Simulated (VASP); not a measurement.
Input of a VASP 6.6.1 run:

Contents of INCAR:

```
SYSTEM = In3Sb
ALGO = Normal
EDIFF = 1E-7
EDIFFG = -0.03
ENCUT = 500
GGA = PS
GGA_COMPAT = .FALSE.
IBRION = 2
ISIF = 3
ISMEAR = 0
LASPH = .TRUE.
LCHARG = .FALSE.
LREAL = .FALSE.
LWAVE = .FALSE.
NELM = 120
NELMIN = 4
NSW = 60
PREC = Accurate
SIGMA = 0.01
```

KPOINTS

```
k-points
0
G
  5 5 5
  0 0 0
```

The input POSCAR:

```
In3Sb
1.0
    0.0000000000      3.8400000000      3.8400000000
    3.8400000000      0.0000000000      3.8400000000
    3.8400000000      3.8400000000      0.0000000000
Sb In
1 3
Direct
    0.0000000000      0.0000000000      0.0000000000
    0.5000000000      0.5000000000      0.5000000000
    0.2500000000      0.2500000000      0.2500000000
    0.7500000000      0.7500000000      0.7500000000
```

Potentials or basis: VASP PAW PBE potentials, release 64 (Sb, In_d).

Command:

```bash
$ cat potpaw_PBE.64/Sb/POTCAR potpaw_PBE.64/In_d/POTCAR > POTCAR
$ mpirun -np 1 vasp_std > vasp.out
```

(1) Predict the space group after relaxing (to 0.1 Å).

(2) Predict the relaxed volume.

(3) Predict the relaxed cell.

## Answers

(1) Fm-3m (No. 225).

(2) 25.91 Å³/atom.

(3) a = 5.272 Å, b = 5.272 Å, c = 5.272 Å, α = 60.00°, β = 60.00°, γ = 60.00°.

Caveat: the PAW data sets were made with another functional, which shifts forces and pressure a little.
